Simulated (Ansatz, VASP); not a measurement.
## One calculation of NaCl, two programs

```
Na Cl
1.0
     0.00000    3.08727    3.08727
     3.08727    0.00000    3.08727
     3.08727    3.08727    0.00000
Na Cl
1 1
Direct
  0.00000 0.00000 0.00000
  0.25000 0.25000 0.25000
```

Alike in both runs: task single point; functional r2SCAN; k mesh 6 × 6 × 6; no spin polarisation.

```csv
,VASP,Ansatz
version,VASP 6.6.1,Ansatz 0.2.0
potentials or method,"VASP PAW PBE potentials, release 64 (Na_pv, Cl)","plane waves, PAW"
plane-wave cutoff (eV),520,500
occupations,"gaussian, width 0.01 eV",fixed
valence electrons in the cell,14,16
```

```csv
,VASP,Ansatz,Ansatz less VASP
gap on the k mesh at the Fermi level (eV),5.57,5.55,-0.015
```

VASP's potentials were made for PBE, not for r2SCAN. VASP's potentials hold 14 valence electrons a cell and Ansatz's 16, so a difference there can come from the potentials and not from the codes.
